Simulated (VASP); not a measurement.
Set up this calculation in VASP 6.6.1, as the native input.

| Quantity | Value |
| --- | --- |
| Task | single point |
| Functional | PBE |
| Potentials or basis | VASP PAW PBE potentials, release 64 (Ti_sv, O) |
| Cutoff | 520 eV |
| k mesh | 8 × 8 × 8 |
| Occupations | gaussian, width 0.05 eV |
| Spin | no spin polarisation |
| Hubbard terms | Ti d U = 4.0 eV |
| Dipole correction | no |
| Further INCAR settings | ALGO = Normal; EDIFF = 1e-07; NBANDS = 33 |

The structure of TiO2 lies in POSCAR:

```
TiO2
1.0
   -2.0018915300      2.0018915300      4.4449999531
    2.0018915300     -2.0018915300      4.4449999531
    2.0018915300      2.0018915300     -4.4449999531
Ti O
2 4
Direct
    0.0000000000      0.0000000000      0.0000000000
    0.7500000000      0.2500000000      0.5000000000
    0.1950026379      0.1950026379      0.0000000000
    0.9450026379      0.4450026379      0.5000000000
    0.5549973621      0.0549973621      0.5000000000
    0.8049973621      0.8049973621      0.0000000000
```

This cell differs from its parent crystal: c/a of the conventional cell at fixed volume 2.2204.

One way to write it, as run:

INCAR

```
SYSTEM = TiO2
PREC     = Accurate       ! precision mode
ENCUT    = 520            ! plane-wave cutoff, eV
EDIFF    = 1E-7           ! SCF threshold, eV
ISMEAR   = 0              ! smearing method
SIGMA    = 0.05           ! smearing width, eV
LREAL    = .FALSE.        ! projectors in reciprocal space
LASPH    = .TRUE.         ! aspherical terms in the spheres
NELM     = 150            ! most SCF steps
ALGO     = Normal         ! electronic algorithm
ISIF     = 2              ! what is computed and relaxed
LWAVE    = .FALSE.        ! write WAVECAR
LCHARG   = .FALSE.        ! write CHGCAR
LMAXMIX  = 4              ! l up to which the mixer works
LDAU     = .TRUE.         ! DFT+U
LDAUTYPE = 2            
LDAUL    = 2 -1           ! shell
LDAUU    = 4 0            ! U, eV
LDAUJ    = 0 0          
LDAUPRINT= 1            
GGA      = PE             ! functional
NBANDS   = 33             ! bands
```

KPOINTS

```
Automatic mesh
0
G
  8 8 8
  0 0 0
```

Potentials or basis: VASP PAW PBE potentials, release 64 (Ti_sv, O).

The run is started by

```console
$ cat potpaw_PBE.64/Ti_sv/POTCAR potpaw_PBE.64/O/POTCAR > POTCAR
$ mpirun -np 1 vasp_std > vasp.out
```

Results of the run:

The pressure is 29.1 GPa, the largest force is 6.287 eV/Å and the band gap on the k mesh is 2.99 eV, indirect (least direct gap 3.01 eV).

Caveat: forces of over 1 eV/Å act on the atoms, so gaps and moduli don't describe the material at rest.

Run time: 4.5 min on 1 thread of Intel Xeon 6975P-C, on a shared host, peak memory 0.3 GiB.
